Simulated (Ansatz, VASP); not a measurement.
MoS2: VASP beside Ansatz

```xyz
3
Lattice="1.6031 0.9256 6.5403 -1.6031 0.9256 6.5403 0.0000 -1.8511 6.5403" Properties=species:S:1:pos:R:3 pbc="T T T"
Mo    0.0000    0.0000    0.0021
S     0.0000    0.0000    4.9966
S     0.0000    0.0000    8.0885
```

Change from the starting cell: volume scaled by 1.020, atoms relaxed by PAW.

Alike in both runs: functional r2SCAN; k mesh 8 × 8 × 8; no spin polarisation.

Ansatz relaxed the structure, and its values are those at the end. VASP's run is a single point on that final structure, the one shown.

|  | VASP | Ansatz |
| --- | --- | --- |
| version | VASP 6.6.1 | Ansatz 0.2.0 |
| potentials or method | VASP PAW PBE potentials, release 64 (Mo_sv, S) | PAW with Ansatz's default frozen-core files, scalar-relativistic |
| plane-wave cutoff (eV) | 520 | 500 |
| occupations | gaussian, width 0.01 eV | fixed |
| valence electrons in the cell | 26 | 26 |

Ansatz gave:

| Quantity | Value |
| --- | --- |
| gap on the k mesh at the Fermi level (eV) | 1.22 |
| pressure (GPa) | -1.2 |

What did VASP give for the same quantities?

gap on the k mesh at the Fermi level (eV): 1.24; pressure (GPa): -1.2.

VASP's potentials were made for PBE, not for r2SCAN. Ansatz's warnings: stress scf threshold loose.
